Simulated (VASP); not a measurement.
# Hf2ZrC3 (Immm) in VASP: a series of runs

The runs below take Hf2ZrC3 through single point, with PBE.

Program: VASP 6.6.1. These are calculated values, not measurements. Logs are shortened: lines on timing, memory, paths and dates and some standing lists are left out, and cuts for length are marked.

**1. The cell of the first run**

The structure is orthorhombic, space group Immm (No. 71). Conventional cell: a = 3.309 Å, b = 4.669 Å, c = 9.896 Å, α = 90.00°, β = 90.00°, γ = 90.00°. Within 3.1 Å of Zr (site symmetry mmm) lie 6 C at 2.33 to 2.35 Å. Hf (site symmetry mm2) has 6 C at 2.33 to 2.34 Å within 3.1 Å. Within 3.1 Å of C (site symmetry mm2) lie 4 Hf at 2.33 Å and 2 Zr at 2.35 Å. C (site symmetry mmm) has 2 Zr at 2.33 Å and 4 Hf at 2.34 Å within 3.1 Å.

**2. Single point, PBE, collinear spin, ferromagnetic start**

Input file INCAR:

```
PREC     = Accurate       # precision mode
ENCUT    = 520            # plane-wave cutoff, eV
EDIFF    = 1E-6           # SCF threshold, eV
ISMEAR   = 0              # smearing method
SIGMA    = 0.1            # smearing width, eV
LREAL    = F              # projectors in reciprocal space
LASPH    = T              # aspherical terms in the spheres
NELM     = 150            # most SCF steps
ALGO     = Normal         # electronic algorithm
ISIF     = 2              # what is computed and relaxed
LWAVE    = F              # write WAVECAR
LCHARG   = F              # write CHGCAR
ISPIN    = 2              # spin polarisation
MAGMOM   = 1 0 0 0 0 0    # initial moments
LORBIT   = 11             # projections on sites
LMAXMIX  = 4              # l up to which the mixer works
GGA      = PE             # functional
NBANDS   = 35             # bands
```

Input file KPOINTS:

```
regular mesh
0
Gamma
  6 6 6
```

Input file POSCAR:

```
Hf2ZrC3
1.0
   -1.6546712668      2.3345180337      4.9478559782
    1.6546712668     -2.3345180337      4.9478559782
    1.6546712668      2.3345180337     -4.9478559782
Zr Hf C
1 2 3
Direct
    0.0000000000      0.0000000000      0.0000000000
    0.6665009755      0.6665009755      0.0000000000
    0.3334990245      0.3334990245      0.0000000000
    0.8316753963      0.3316753963      0.5000000000
    0.1683246037      0.6683246037      0.5000000000
    0.5000000000      0.0000000000      0.5000000000
```

Potentials or basis: VASP PAW PBE potentials, release 64 (Zr_sv, Hf_pv, C).

Launch:

```console
cat potpaw_PBE.64/Zr_sv/POTCAR potpaw_PBE.64/Hf_pv/POTCAR potpaw_PBE.64/C/POTCAR > POTCAR
mpirun -np 1 vasp_std > vasp.out
```

OUTCAR:

```text
PREC = Accurate
   ENCUT = 520
   EDIFF = 1E-6
   ISMEAR = 0
   LREAL = F
   LASPH = T
   NELM = 150
   ISIF = 2
   ISPIN = 2
   LORBIT = 11
   GGA = PE

 ion  position               nearest neighbor table
   1  0.000  0.000  0.000-   6 2.33   6 2.33   5 2.35   5 2.35   4 2.35   4 2.35   3 3.30   2 3.30
                             2 3.30   3 3.30   2 3.30   3 3.30   2 3.30   3 3.30   3 3.30   2 3.30
   2  0.667  0.667  0.000-   4 2.33   4 2.33   5 2.33   5 2.33   6 2.34   6 2.34   3 3.30   1 3.30
                             1 3.30   1 3.30   1 3.30   1 3.30   3 3.30   3 3.30   3 3.30   3 3.30
   3  0.333  0.333  0.000-   5 2.33   5 2.33   4 2.33   4 2.33   6 2.34   6 2.34   2 3.30   1 3.30
                             1 3.30   1 3.30   1 3.30   1 3.30   2 3.30   2 3.30   2 3.30   2 3.30
   4  0.832  0.332  0.500-   2 2.33   2 2.33   3 2.33   3 2.33   1 2.35   1 2.35
   5  0.168  0.668  0.500-   3 2.33   3 2.33   2 2.33   2 2.33   1 2.35   1 2.35
   6  0.500  0.000  0.500-   1 2.33   1 2.33   3 2.34   2 2.34   3 2.34   2 2.34

  LATTYP: Found a body centered orthorhombic cell.
 ALAT       =     3.3093425336
 B/A-ratio  =     1.4108651552
 C/A-ratio  =     2.9902350258

  Lattice vectors:

 A1 = (  -1.6546712668,   2.3345180337,   4.9478559782)
 A2 = (   1.6546712668,  -2.3345180337,   4.9478559782)
 A3 = (   1.6546712668,   2.3345180337,  -4.9478559782)

Analysis of symmetry for initial positions (statically):
=====================================================================
 Subroutine PRICEL returns:
 Original cell was already a primitive cell.

 Routine SETGRP: Setting up the symmetry group for a
 body centered orthorhombic supercell.

 Subroutine GETGRP returns: Found  8 space group operations
 (whereof  8 operations were pure point group operations)
 out of a pool of  8 trial point group operations.

The static configuration has the point symmetry D_2h.

Analysis of symmetry for dynamics (positions and initial velocities):
=====================================================================
 Subroutine PRICEL returns:
 Original cell was already a primitive cell.

 Routine SETGRP: Setting up the symmetry group for a
 body centered orthorhombic supercell.

 Subroutine GETGRP returns: Found  8 space group operations
 (whereof  8 operations were pure point group operations)
 out of a pool of  8 trial point group operations.

The dynamic configuration has the point symmetry D_2h.

Analysis of structural, dynamic, and magnetic symmetry:
=====================================================================
 Subroutine PRICEL returns:
 Original cell was already a primitive cell.

 Routine SETGRP: Setting up the symmetry group for a
 body centered orthorhombic supercell.

 Subroutine GETGRP returns: Found  8 space group operations
 (whereof  8 operations were pure point group operations)
 out of a pool of  8 trial point group operations.

The overall configuration has the point symmetry D_2h.

 Subroutine INISYM returns: Found  8 space group operations
 (whereof  8 operations are pure point group operations),
 and found     1 'primitive' translations

----------------------------------------------------------------------------------------

                                     Primitive cell

  volume of cell :      76.4515

  direct lattice vectors                    reciprocal lattice vectors
    -1.654671267  2.334518034  4.947855978     0.000000000  0.214176970  0.101053871
     1.654671267 -2.334518034  4.947855978     0.302174825  0.000000000  0.101053871
     1.654671267  2.334518034 -4.947855978     0.302174825  0.214176970  0.000000000

  length of vectors
     5.715696828  5.715696828  5.715696828     0.236819888  0.318624402  0.370380074

  position of ions in fractional coordinates (direct lattice)
     0.000000000  0.000000000  0.000000000
     0.666500975  0.666500975  0.000000000
     0.333499025  0.333499024  0.000000000
     0.831675396  0.331675396  0.500000000
     0.168324604  0.668324604  0.500000000
     0.500000000  0.000000000  0.500000000

  ion indices of the primitive-cell ions
   primitive index   ion index
                 1           1
                 2           2
                 3           3
[... 58 lines left out ...]
   number of dos      NEDOS =    301   number of ions     NIONS =      6
   total plane-waves  NPLWV = 110592
   dimension x,y,z NGX =    48 NGY =   48 NGZ =   48
   dimension x,y,z NGXF=    96 NGYF=   96 NGZF=   96
   ions per type =               1   2   3
   NGX,Y,Z   is equivalent  to a cutoff of  13.96, 13.96, 13.96 a.u.
   NGXF,Y,Z  is equivalent  to a cutoff of  27.92, 27.92, 27.92 a.u.
 SYSTEM =  unknown system
   PREC   = accura    normal or accurate (medium, high low for compatibility)
   ISTART =      0    job   : 0-new  1-cont  2-samecut
   ICHARG =      2    charge: 1-file 2-atom 10-const
   ISPIN  =      2    spin polarized calculation?
   LNONCOLLINEAR =      F non collinear calculations
   LSORBIT =      F    spin-orbit coupling
   LASPH  =      T    aspherical Exc in radial PAW
   ENCUT  =  520.0 eV  38.22 Ry    6.18 a.u.  10.63 10.63 10.63*2*pi/ulx,y,z
   NELM   =    150;   NELMIN=  2; NELMDL= -5     # of ELM steps
   EDIFF  = 0.1E-05   stopping-criterion for ELM
   LREAL  =      F    real-space projection
   EDIFFG = 0.1E-04   stopping-criterion for IOM
   NSW    =      0    number of steps for IOM
   IBRION =     -1    ionic relax: 0-MD 1-quasi-New 2-CG
   NFREE  =      0    steps in history (QN), initial steepest desc. (CG)
   ISIF   =      2    stress and relaxation
   ISYM   =      2    0-nonsym 1-usesym 2-fastsym
   POTIM  = 0.5000    time-step for ionic-motion
   TEBEG  =    0.0;   TEEND  =   0.0 temperature during run
   PSTRESS=    0.0 pullay stress
   NELECT =      44.0000    total number of electrons
   NUPDOWN=      -1.0000    fix difference up-down
   EMIN   =  10.00;   EMAX   =-10.00  energy-range for DOS
   EFERMI =   0.00;   METHOD = LEGACY
   ISMEAR =     0;   SIGMA  =   0.10  broadening in eV -4-tet -1-fermi 0-gaus
   EFERMI_NEDOS =   21; number of points for ismear=-14 and -15
   IALGO  =     38    algorithm
   IMIX   =      4    mixing-type and parameters
     AMIX     =   0.40;   BMIX     =  1.00
     AMIX_MAG =   1.60;   BMIX_MAG =  1.00
  volume/ion in A,a.u.               =      12.74        85.99
  Fermi-wavevector in a.u.,A,eV,Ry     =   1.361749  2.573332 25.230103  1.854360
  Thomas-Fermi vector in A             =   2.488298
   LORBIT       =     11    0 simple, 1 ext, 2 COOP (PROOUT), +10 PAW based schemes
   GGA     = PE    functional components
   LHFCALC =     F    Hartree Fock is set to
   AEXX    =    0.0000 exact exchange contribution
   IVDW    =     0    specifies the selected vdW correction
   LEPSILON=     F    determine dielectric tensor
   LRPA    =     F    only Hartree local field effects (RPA)
 spin polarized calculation
 Gauss-broadening in eV      SIGMA  =   0.10
  energy-cutoff  :      520.00
  volume of cell :       76.45
 maximum number of plane-waves:      2084
 NGX is ok and might be reduce to    48
   NGX = 21   NGY = 21   NGZ = 21

 number of electron      43.9999999 magnetization       0.0002550

 number of electron      43.9999999 magnetization      -0.0000003

 Free energy of the ion-electron system (eV)
  ---------------------------------------------------
  ext. energy  EPLUGINS =         0.00000000
  ---------------------------------------------------
  free energy    TOTEN  =       -61.53208345 eV

  energy without entropy =      -61.52674993  energy(sigma->0) =      -61.52941669

 E-fermi :   7.1849     XC(G=0): -12.2197

 val. band max:        7.1645279384   @ k =   0.1667  -0.0000   0.0000
 cond. band min:       7.2127593054   @ k =  -0.1667  -0.1667   0.1667
 fundamental gap:      0.0482313670
 Fermi energy:         7.1849481217

 spin component 1

 k-point     1 :       0.0000    0.0000    0.0000
  band No.  band energies     occupation
      1     -40.8751      1.00000
      2     -22.8460      1.00000
      3     -22.8188      1.00000
      4     -22.5735      1.00000
      5     -22.5651      1.00000
      6     -22.5500      1.00000
[... 877 lines left out ...]
     33      15.1092      0.00000
     34      15.4727      0.00000

 [... further k-points ...]

 spin component 2

 k-point     1 :       0.0000    0.0000    0.0000
  band No.  band energies     occupation
      1     -40.8752      1.00000
      2     -22.8460      1.00000
      3     -22.8188      1.00000
      4     -22.5735      1.00000
      5     -22.5651      1.00000
      6     -22.5500      1.00000
[... 877 lines left out ...]
     33      15.1091      0.00000
     34      15.4728      0.00000

 [... further k-points ...]

 [bands above 34 left out]

------------------------ aborting loop because EDIFF is reached ----------------------------------------

  FORCE on cell =-STRESS in cart. coord.  units (eV):
  Direction    XX          YY          ZZ          XY          YZ          ZX
  --------------------------------------------------------------------------------------
  -------------------------------------------------------------------------------------
  Total       -0.3017144     -0.2246153     -0.0479815      0.0000000      0.0000000      0.0000000
  in kB       -6.3229624     -4.7072133     -1.0055371      0.0000000      0.0000000      0.0000000
  external PRESSURE =      -4.0119043 kB  Pullay stress =       0.0000000 kB

 VOLUME and BASIS-vectors are now :
 -----------------------------------------------------------------------------
  energy-cutoff  :      520.00
  volume of cell :       76.45
      direct lattice vectors                 reciprocal lattice vectors
    -1.654671267  2.334518034  4.947855978     0.000000000  0.214176970  0.101053871
     1.654671267 -2.334518034  4.947855978     0.302174825  0.000000000  0.101053871
     1.654671267  2.334518034 -4.947855978     0.302174825  0.214176970  0.000000000

 POSITION                                       TOTAL-FORCE (eV/Angst)
 -----------------------------------------------------------------------------------
      0.00000      0.00000      0.00000        -0.000000      0.000000      0.000000
      0.00000      0.00000      6.59550        -0.000000      0.000000      0.029704
      0.00000      0.00000      3.30021        -0.000000     -0.000000     -0.029704
     -0.00000      2.33452      3.28216         0.000000      0.000000     -0.029589
      1.65467      0.00000      1.66569        -0.000000     -0.000000      0.029589
      0.00000      2.33452      0.00000        -0.000000      0.000000      0.000000
 -----------------------------------------------------------------------------------
    total drift:                                0.000000     -0.000000      0.000000

  FREE ENERGIE OF THE ION-ELECTRON SYSTEM (eV)
  ---------------------------------------------------
  free  energy   TOTEN  =       -61.5320834481 eV

  energy  without entropy=      -61.5267499306  energy(sigma->0) =      -61.52941669

 total charge

# of ion       s       p       d       tot
------------------------------------------
    1        2.177   6.048   1.628   9.852
    2        0.308   6.607   1.648   8.564
    3        0.308   6.607   1.648   8.564
    4        0.877   1.500   0.000   2.377
    5        0.877   1.500   0.000   2.377
    6        0.877   1.501   0.000   2.378
--------------------------------------------------
tot          5.424  23.763   4.925  34.112

 magnetization (x)

# of ion       s       p       d       tot
------------------------------------------
    1       -0.000  -0.000  -0.000  -0.000
    2        0.000   0.000   0.000   0.000
    3        0.000   0.000   0.000   0.000
    4        0.000   0.000   0.000   0.000
    5        0.000   0.000   0.000   0.000
    6        0.000   0.000   0.000   0.000
--------------------------------------------------
tot         -0.000   0.000  -0.000   0.000
```

It took 5.2 min on 1 thread of AMD EPYC 9R45 (Zen 5), shared host; peak memory 0.49 GiB.

Results:

```
Free energy                                           : -61.5321 eV
Pressure                                              : -0.4 GPa
Largest force                                         : 0.030 eV/Å
Band gap on the k mesh                                : zero (filled and empty bands overlap)
Net moment                                            : 0.00 μB per cell
Valence electrons inside the program's atomic spheres : Zr 9.85; Hf 8.56; C 2.38
```

Forces on the atoms (eV/Å):
```
Zr   0.000  0.000  0.000
Hf   0.000  0.000  0.030
Hf   0.000  0.000 -0.030
C    0.000  0.000 -0.030
C    0.000  0.000  0.030
C    0.000  0.000  0.000
```

Stress tensor (GPa, compression positive):
```
-0.63  0.00  0.00
 0.00 -0.47  0.00
 0.00  0.00 -0.10
```

Caveat: the k points lie up to 0.39 Å⁻¹ apart; spin-orbit coupling is left out, which moves the levels of the heavy elements.

**3. Single point, PBE**

Input file INCAR:

```
SYSTEM = Hf2ZrC3
ALGO = Normal ; EDIFF = 1E-6
ENCUT = 520 ; GGA = PE
ISIF = 2 ; ISMEAR = 0
LASPH = .TRUE. ; LCHARG = .FALSE.
LREAL = .FALSE. ; LWAVE = .FALSE.
NBANDS = 31 ; NELM = 100
PREC = Accurate ; SIGMA = 0.1
```

Input file KPOINTS:

```
k-points
0
G
  12 12 12
  0 0 0
```

Input file POSCAR:

```
Hf2ZrC3
1.0
   -1.6511717620      2.3349765614      4.9545518678
    1.6511717620     -2.3349765614      4.9545518678
    1.6511717620      2.3349765614     -4.9545518678
Zr Hf C
1 2 3
Direct
    0.0000000000      0.0000000000      0.0000000000
    0.6665874288      0.6665874288      0.0000000000
    0.3334125712      0.3334125712      0.0000000000
    0.8317212509      0.3317212509      0.5000000000
    0.1682787491      0.6682787491      0.5000000000
    0.5000000000      0.0000000000      0.5000000000
```

Potentials or basis: VASP PAW PBE potentials, release 64 (Zr_sv, Hf_pv, C).

Launch:

```console
cat potpaw_PBE.64/Zr_sv/POTCAR potpaw_PBE.64/Hf_pv/POTCAR potpaw_PBE.64/C/POTCAR > POTCAR
mpirun -np 1 vasp_std > vasp.out
```

Run time: 26 min. Hardware: 1 thread of Oxide Virtual Turin-like, shared host; peak memory 0.75 GiB.

It converged, with:

- Free energy: -61.5375 eV
- Pressure: -0.3 GPa
- Largest force: 0.034 eV/Å
- Band gap on the k mesh: zero (band 22 reaches 8.16 eV, above the bottom of band 23 at 6.77 eV)

Forces in eV/Å, atoms in the order of the input:
```
Zr   0.000  0.000  0.000
Hf   0.000  0.000  0.010
Hf   0.000  0.000 -0.010
C    0.000  0.000 -0.034
C    0.000  0.000  0.034
C    0.000  0.000  0.000
```

Levels at points of the mesh, in eV from the Fermi level:
| k point | band 19 | band 20 | band 21 | band 22 | band 23 | band 24 | band 25 | band 26 |
| --- | --- | --- | --- | --- | --- | --- | --- | --- |
| (0.00, 0.00, 0.00) | -2.12 | 0.96 | 0.96 | 0.97 | 1.25 | 1.26 | 1.26 | 2.69 |
| (0.50, 0.00, 0.00) | -2.00 | -1.93 | -1.35 | -1.31 | 1.05 | 1.25 | 4.17 | 4.57 |
| (0.00, 0.50, 0.00) | -2.15 | -2.06 | -1.77 | -0.06 | -0.05 | 1.89 | 2.14 | 4.86 |
| (0.50, 0.50, 0.00) | -2.74 | -2.49 | -2.34 | -2.21 | 3.41 | 3.51 | 3.65 | 3.70 |
| (0.50, 0.50, 0.50) | -1.77 | -1.68 | -1.59 | -0.06 | -0.06 | 2.17 | 2.49 | 3.34 |

Caveat: spin-orbit coupling is left out, which moves the levels of the heavy elements.
